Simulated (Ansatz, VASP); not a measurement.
Two plane-wave programs on Be4BrF2

```
Be Br F
1.0
     4.63031    0.00000    0.00000
     0.00000    4.63031    0.00000
     0.00000    0.00000    2.31516
Be Br F
4 1 2
Direct
  0.25000 0.75000 0.00000
  0.25000 0.25000 0.00000
  0.75000 0.75000 0.00000
  0.75000 0.25000 0.00000
  0.50000 0.50000 0.50000
  0.50000 0.00000 0.50000
  0.00000 0.50000 0.50000
```

Change from the starting cell: ordered mixture with vacancies on the anion sites of caesium chloride (P4/mmm, No. 123).

Alike in both runs: task single point; functional PBE; k mesh 4 × 4 × 8; occupations gaussian, width 0.1 eV; no spin polarisation.

|  | VASP | Ansatz |
| --- | --- | --- |
| version | VASP 6.6.1 | Ansatz 0.2.0 |
| potentials or method | VASP PAW PBE potentials, release 64 (Be, Br, F), cutoff 520 eV | scalar-relativistic, plane waves, PAW |
| valence electrons in the cell | 29 | 29 |

|  | VASP | Ansatz | Ansatz less VASP |
| --- | --- | --- | --- |
| gap on the k mesh at the Fermi level (eV) | none | none | - |
| rms of the force components (eV/Å) | 1.787 | 1.762 | -0.0255 |

Atom by atom the forces differ by 0.026 eV/Å (rms over components). A gap of «none» marks a metal or a gap that the smearing closes. The functional is the same, so the differences come from potentials, cutoffs and numerics.
